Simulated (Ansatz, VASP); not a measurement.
## Two plane-wave programs on InSb

File INCAR:

```
SYSTEM = InSb
PREC     = Accurate       ! precision mode
ENCUT    = 520            ! plane-wave cutoff, eV
EDIFF    = 1E-7           ! SCF threshold, eV
ISMEAR   = 0              ! smearing method
SIGMA    = 0.15           ! smearing width, eV
LREAL    = .False.        ! projectors in reciprocal space
LASPH    = .True.         ! aspherical terms in the spheres
NELM     = 80             ! most SCF steps
ALGO     = Normal         ! electronic algorithm
ISIF     = 2              ! what is computed and relaxed
LWAVE    = .False.        ! write WAVECAR
LCHARG   = .False.        ! write CHGCAR
GGA      = PS             ! functional
NBANDS   = 16             ! bands
```

Contents of KPOINTS:

```
regular mesh
0
Gamma
  16 16 16
  0 0 0
```

The input POSCAR:

```
InSb
1.0
    0.0000000000      3.2599290654      3.2599290654
    3.1621311934      0.0000000000      3.2599290654
    3.1621311934      3.2599290654      0.0000000000
In Sb
1 1
Direct
    0.0000000000      0.0000000000      0.0000000000
    0.7500000000      0.7500000000      0.7500000000
```

Input for Ansatz:

```yaml
crystal:
  lattice:
    - [0.0, 3.2599290654, 3.2599290654]
    - [3.1621311934, 0.0, 3.2599290654]
    - [3.1621311934, 3.2599290654, 0.0]
  atoms:
    - { symbol: In, position: [0.0, 0.0, 0.0] }
    - { symbol: Sb, position: [0.75, 0.75, 0.75] }
basis:
  ecutwfc: 420
kpoints:
  mp_grid: { grid: [16, 16, 16] }
hamiltonian:
  xc: pbesol
scf:
  occupations: { method: gaussian, width: 0.15 }
output:
  forces: true
  stress: true
  eigenvalues: true
  write_density: true
  write_potential: true
  elf: true
  volumetric_format: npy
```

Change from the starting cell: strain -0.0300 x Voigt [1, 0, 0, 0, 0, 0], atoms carried along.

Alike in both runs: task single point; functional PBEsol; k mesh 16 × 16 × 16; occupations gaussian, width 0.15 eV; no spin polarisation.

|  | VASP | Ansatz |
| --- | --- | --- |
| version | VASP 6.6.1 | Ansatz 0.2.0 |
| potentials or method | VASP PAW PBE potentials, release 64 (In_d, Sb), cutoff 520 eV | scalar-relativistic, plane waves, PAW |
| valence electrons in the cell | 18 | 28 |

|  | VASP | Ansatz | Ansatz less VASP |
| --- | --- | --- | --- |
| gap on the k mesh at the Fermi level (eV) | none | none | - |
| pressure (GPa) | 1.4 | 1.4 | -0.02 |
| traceless stress, the component that is largest in VASP (GPa) | 0.52 | 0.52 | -0.001 |

VASP's potentials were made for PBE, not for PBEsol. A gap of «none» marks a metal or a gap that the smearing closes. With one functional, cell and mesh, what is left measures potentials, basis and numerics. VASP's potentials hold 18 valence electrons a cell and Ansatz's 28, so a difference there can come from the potentials and not from the codes.

Neither program's run includes spin-orbit coupling.
